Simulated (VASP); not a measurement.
# Ga2As5 (P4/mmm) in VASP: single point with PBE

Aim: the single point of Ga2As5 with PBE.

Program: VASP 6.6.1. These are calculated values, not measurements. Logs are shortened: lines on timing, memory, paths and dates and some standing lists are left out, and cuts for length are marked.

## (1) The cell of the first run

The structure is tetragonal, space group P4/mmm (No. 123). The conventional cell has a = 7.323 Å, b = 7.323 Å, c = 4.949 Å, α = 90.00°, β = 90.00°, γ = 90.00°. Ga (site symmetry 4/mmm) has 6 As at 2.47 to 2.55 Å within 3.3 Å. Within 5.2 Å of Ga (site symmetry 4/mmm) lie 8 As at 3.83 Å and 6 Ga at 4.95 to 5.18 Å. As (site symmetry m2m) has 1 As at 2.23 Å and 1 Ga at 2.55 Å within 2.9 Å. Within 3.3 Å of As (site symmetry 4/mmm) lie 2 Ga at 2.47 Å.

The cell was built from a structure type or drawn by symmetry, and may not be a known phase.

## (2) Single point, PBE

Contents of INCAR:

```
PREC = Accurate
ENCUT = 500
EDIFF = 1E-6
ISMEAR = 0
SIGMA = 0.2
LREAL = False
LASPH = True
NELM = 120
ALGO = Normal
ISIF = 2
LWAVE = False
LCHARG = False
GGA = PE
NBANDS = 34
GGA_COMPAT = False
```

Contents of KPOINTS:

```
regular mesh
0
Gamma
  3 3 4
```

Contents of POSCAR:

```
Ga2As5
1.0
    7.3229833315      0.0000000000      0.0000000000
    0.0000000000      7.3229833315      0.0000000000
    0.0000000000      0.0000000000      4.9490980939
Ga As
2 5
Direct
    0.5000000000      0.5000000000      0.0000000000
    0.0000000000      0.0000000000      0.0000000000
    0.1520620282      0.5000000000      0.0000000000
    0.8479379718      0.5000000000      0.0000000000
    0.5000000000      0.1520620282      0.0000000000
    0.5000000000      0.8479379718      0.0000000000
    0.5000000000      0.5000000000      0.5000000000
```

Potentials or basis: VASP PAW PBE potentials, release 64 (Ga_d, As).

Run with:

```sh
$ cat potpaw_PBE.64/Ga_d/POTCAR potpaw_PBE.64/As/POTCAR > POTCAR
$ mpirun -np 1 vasp_std > vasp.out
```

OUTCAR:

```text
PREC = Accurate
   ENCUT = 500
   EDIFF = 1E-6
   ISMEAR = 0
   LREAL = False
   LASPH = True
   NELM = 120
   ISIF = 2
   GGA = PE

 ion  position               nearest neighbor table
   1  0.500  0.500  0.000-   7 2.47   7 2.47   5 2.55   6 2.55   3 2.55   4 2.55
   2  0.000  0.000  0.000-
   3  0.152  0.500  0.000-   4 2.23   1 2.55
   4  0.848  0.500  0.000-   3 2.23   1 2.55
   5  0.500  0.152  0.000-   6 2.23   1 2.55
   6  0.500  0.848  0.000-   5 2.23   1 2.55
   7  0.500  0.500  0.500-   1 2.47   1 2.47

  LATTYP: Found a simple tetragonal cell.
 ALAT       =     7.3229833315
 C/A-ratio  =     0.6758308561

  Lattice vectors:

 A1 = (   7.3229833315,   0.0000000000,   0.0000000000)
 A2 = (   0.0000000000,   7.3229833315,   0.0000000000)
 A3 = (   0.0000000000,   0.0000000000,   4.9490980939)

Analysis of symmetry for initial positions (statically):
=====================================================================
 Subroutine PRICEL returns:
 Original cell was already a primitive cell.

 Routine SETGRP: Setting up the symmetry group for a
 simple tetragonal supercell.

 Subroutine GETGRP returns: Found 16 space group operations
 (whereof 16 operations were pure point group operations)
 out of a pool of 16 trial point group operations.

The static configuration has the point symmetry D_4h.

Analysis of symmetry for dynamics (positions and initial velocities):
=====================================================================
 Subroutine PRICEL returns:
 Original cell was already a primitive cell.

 Routine SETGRP: Setting up the symmetry group for a
 simple tetragonal supercell.

 Subroutine GETGRP returns: Found 16 space group operations
 (whereof 16 operations were pure point group operations)
 out of a pool of 16 trial point group operations.

The dynamic configuration has the point symmetry D_4h.

 Subroutine INISYM returns: Found 16 space group operations
 (whereof 16 operations are pure point group operations),
 and found     1 'primitive' translations

----------------------------------------------------------------------------------------

                                     Primitive cell

  volume of cell :     265.4008

  direct lattice vectors                    reciprocal lattice vectors
[... 83 lines left out ...]
   EDIFFG = 0.1E-04   stopping-criterion for IOM
   NSW    =      0    number of steps for IOM
   IBRION =     -1    ionic relax: 0-MD 1-quasi-New 2-CG
   NFREE  =      0    steps in history (QN), initial steepest desc. (CG)
   ISIF   =      2    stress and relaxation
   ISYM   =      2    0-nonsym 1-usesym 2-fastsym
   POTIM  = 0.5000    time-step for ionic-motion
   TEBEG  =    0.0;   TEEND  =   0.0 temperature during run
   PSTRESS=    0.0 pullay stress
   NELECT =      51.0000    total number of electrons
   NUPDOWN=      -1.0000    fix difference up-down
   EMIN   =  10.00;   EMAX   =-10.00  energy-range for DOS
   EFERMI =   0.00;   METHOD = LEGACY
   ISMEAR =     0;   SIGMA  =   0.20  broadening in eV -4-tet -1-fermi 0-gaus
   EFERMI_NEDOS =   21; number of points for ismear=-14 and -15
   IALGO  =     38    algorithm
   IMIX   =      4    mixing-type and parameters
     AMIX     =   0.40;   BMIX     =  1.00
     AMIX_MAG =   1.60;   BMIX_MAG =  1.00
  volume/ion in A,a.u.               =      37.91       255.86
  Fermi-wavevector in a.u.,A,eV,Ry     =   0.944708  1.785239 12.142830  0.892473
  Thomas-Fermi vector in A             =   2.072539
   LORBIT       =      0    0 simple, 1 ext, 2 COOP (PROOUT), +10 PAW based schemes
   GGA     = PE    functional components
   LHFCALC =     F    Hartree Fock is set to
   AEXX    =    0.0000 exact exchange contribution
   IVDW    =     0    specifies the selected vdW correction
   LEPSILON=     F    determine dielectric tensor
   LRPA    =     F    only Hartree local field effects (RPA)
 non-spin polarized calculation
 Gauss-broadening in eV      SIGMA  =   0.20
  energy-cutoff  :      500.00
  volume of cell :      265.40
 maximum number of plane-waves:      6794
 NGX is ok and might be reduce to    54
   NGX = 27   NGY = 27   NGZ = 19

 number of electron      51.0000046 magnetization

 Free energy of the ion-electron system (eV)
  ---------------------------------------------------
  ext. energy  EPLUGINS =         0.00000000
  ---------------------------------------------------
  free energy    TOTEN  =       -23.45560948 eV

  energy without entropy =      -23.37409808  energy(sigma->0) =      -23.41485378

 E-fermi :   1.0226     XC(G=0):  -7.2323

 val. band max:        1.0030497767   @ k =   0.3333   0.3333   0.0000
 cond. band min:       1.1404067302   @ k =   0.3333   0.3333   0.0000
 fundamental gap:      0.1373569535
 Fermi energy:         1.0226339666

 k-point     1 :       0.0000    0.0000    0.0000
  band No.  band energies     occupation
      1     -15.2908      2.00000
      2     -15.2724      2.00000
      3     -15.2724      2.00000
      4     -15.2233      2.00000
      5     -15.2233      2.00000
      6     -14.3447      2.00000
[... 322 lines left out ...]
     33       3.4823      0.00000
     34       5.0217      0.00000

------------------------ aborting loop because EDIFF is reached ----------------------------------------

  FORCE on cell =-STRESS in cart. coord.  units (eV):
  Direction    XX          YY          ZZ          XY          YZ          ZX
  --------------------------------------------------------------------------------------
  -------------------------------------------------------------------------------------
  Total        1.0752446      1.0752446      0.4090152      0.0000000     -0.0000000      0.0000000
  in kB        6.4910610      6.4910610      2.4691525      0.0000000     -0.0000000      0.0000000
  external PRESSURE =       5.1504249 kB  Pullay stress =       0.0000000 kB

 VOLUME and BASIS-vectors are now :
 -----------------------------------------------------------------------------
  energy-cutoff  :      500.00
  volume of cell :      265.40
      direct lattice vectors                 reciprocal lattice vectors
     7.322983331  0.000000000  0.000000000     0.136556367  0.000000000  0.000000000
     0.000000000  7.322983331  0.000000000     0.000000000  0.136556367  0.000000000
     0.000000000  0.000000000  4.949098094     0.000000000  0.000000000  0.202057017

 POSITION                                       TOTAL-FORCE (eV/Angst)
 -----------------------------------------------------------------------------------
      3.66149      3.66149      0.00000         0.000000      0.000000      0.000000
      0.00000      0.00000      0.00000         0.000000      0.000000      0.000000
      1.11355      3.66149      0.00000         0.047199      0.000000     -0.000000
      6.20944      3.66149      0.00000        -0.047199     -0.000000      0.000000
      3.66149      1.11355      0.00000         0.000000      0.047199      0.000000
      3.66149      6.20944      0.00000         0.000000     -0.047199     -0.000000
      3.66149      3.66149      2.47455         0.000000      0.000000      0.000000
 -----------------------------------------------------------------------------------
    total drift:                                0.000000      0.000000      0.000000

  FREE ENERGIE OF THE ION-ELECTRON SYSTEM (eV)
  ---------------------------------------------------
  free  energy   TOTEN  =       -23.4556094818 eV

  energy  without entropy=      -23.3740980842  energy(sigma->0) =      -23.41485378
```

OSZICAR:

```text
N       E                     dE             d eps       ncg     rms          rms(c)
DAV:   1     0.339254509005E+03    0.33925E+03   -0.20449E+04   628   0.143E+03
DAV:   2     0.265784289601E+02   -0.31268E+03   -0.30029E+03   700   0.337E+02
DAV:   3    -0.213796450462E+02   -0.47958E+02   -0.46498E+02   768   0.123E+02
DAV:   4    -0.243134375844E+02   -0.29338E+01   -0.28615E+01   706   0.288E+01
DAV:   5    -0.244164137969E+02   -0.10298E+00   -0.10269E+00   824   0.511E+00    0.483E+00
DAV:   6    -0.237633305121E+02    0.65308E+00   -0.77463E-01   742   0.530E+00    0.280E+00
DAV:   7    -0.235093342837E+02    0.25400E+00   -0.54935E-01   728   0.248E+00    0.125E+00
DAV:   8    -0.234485287507E+02    0.60806E-01   -0.24315E-01   726   0.164E+00    0.383E-01
DAV:   9    -0.234523440464E+02   -0.38153E-02   -0.37014E-02   688   0.918E-01    0.215E-01
DAV:  10    -0.234540082129E+02   -0.16642E-02   -0.64846E-03   652   0.368E-01    0.123E-01
DAV:  11    -0.234550073456E+02   -0.99913E-03   -0.12493E-03   648   0.196E-01    0.432E-02
DAV:  12    -0.234555709473E+02   -0.56360E-03   -0.10293E-03   636   0.132E-01    0.186E-02
DAV:  13    -0.234555887902E+02   -0.17843E-04   -0.72965E-05   746   0.377E-02    0.700E-03
DAV:  14    -0.234556070882E+02   -0.18298E-04   -0.18300E-05   536   0.204E-02    0.303E-03
DAV:  15    -0.234556091632E+02   -0.20750E-05   -0.20588E-06   576   0.762E-03    0.106E-03
DAV:  16    -0.234556094818E+02   -0.31857E-06   -0.33675E-07   410   0.334E-03
   1 F= -.23455609E+02 E0= -.23414854E+02  d E =-.815114E-01
```

Run time: 51 s. Hardware: 1 thread of Intel Xeon 6975P-C (Granite Rapids), shared host; peak memory 0.33 GiB.

Results:

```yaml
Free_energy: -23.4556 eV
Pressure: 0.5 GPa
Largest_force: 0.047 eV/Å
Band_gap_on_the_k_mesh: zero (an odd number of electrons rules out a gap without spin polarisation)
```

Forces in eV/Å, atoms in the order of the input:
```
Ga   0.000  0.000  0.000
Ga   0.000  0.000  0.000
As   0.047  0.000  0.000
As  -0.047  0.000  0.000
As   0.000  0.047  0.000
As   0.000 -0.047  0.000
As   0.000  0.000  0.000
```

Levels at points of the mesh, in eV from the Fermi level:
```tsv
k point	band 23	band 24	band 25	band 26	band 27	band 28	band 29	band 30
(0.00, 0.00, 0.00)	-1.13	-1.10	-0.84	-0.84	0.62	0.62	1.00	1.62
(0.00, 0.00, 0.50)	-1.77	-1.77	-0.99	-0.71	0.52	0.84	0.84	2.23
```
